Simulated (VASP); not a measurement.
Runs of VASP 6.6.1 on AlGa5As6. The structure is that of space group P31m (No. 157), or close to it. The cells are those of the table. 

```tsv
task	cell	k mesh	smearing	gap on the mesh (eV)	pressure (GPa)	relaxed volume (Å³/atom)	largest force (eV/Å)
single point	a = 6.740, b = 6.740, c = 6.395 Å, angles 90.0, 90.0, 120.0°, 12 atoms	3 × 3 × 4	gaussian 0.1 eV	0.99	10.1	-	0.13
relaxation of cell and atoms	relaxed from a = 7.010, b = 7.010, c = 6.663 Å, angles 90.0, 90.0, 120.0°, 12 atoms	6 × 6 × 6	gaussian 0.02 eV	0.38	0.0	(b)	-
relaxation of cell and atoms	relaxed from a = 6.740, b = 6.740, c = 6.395 Å, angles 90.0, 90.0, 120.0°, 12 atoms	3 × 3 × 4	gaussian 0.1 eV	0.39	0.0	(a)	0.04
single point	a = 7.010, b = 7.010, c = 6.663 Å, angles 90.0, 90.0, 120.0°, 12 atoms	3 × 3 × 4	gaussian 0.1 eV	0.40	0.2	-	0.01
```

Alike in all rows: level PBE; potentials or basis VASP PAW PBE potentials, release 64 (Al, Ga_d, As); no spin polarisation; cutoff (eV) 500.

Problem. Estimate the missing entries.

Solution. (a) 23.68; (b) 23.73.

Caveats: the cell stands under pressure (at least some runs); an odd mesh through Γ misses points on the zone boundary, where band edges can lie (at least some runs).

A k mesh can miss the band edges, and the runs leave out spin-orbit coupling on As, Ga.
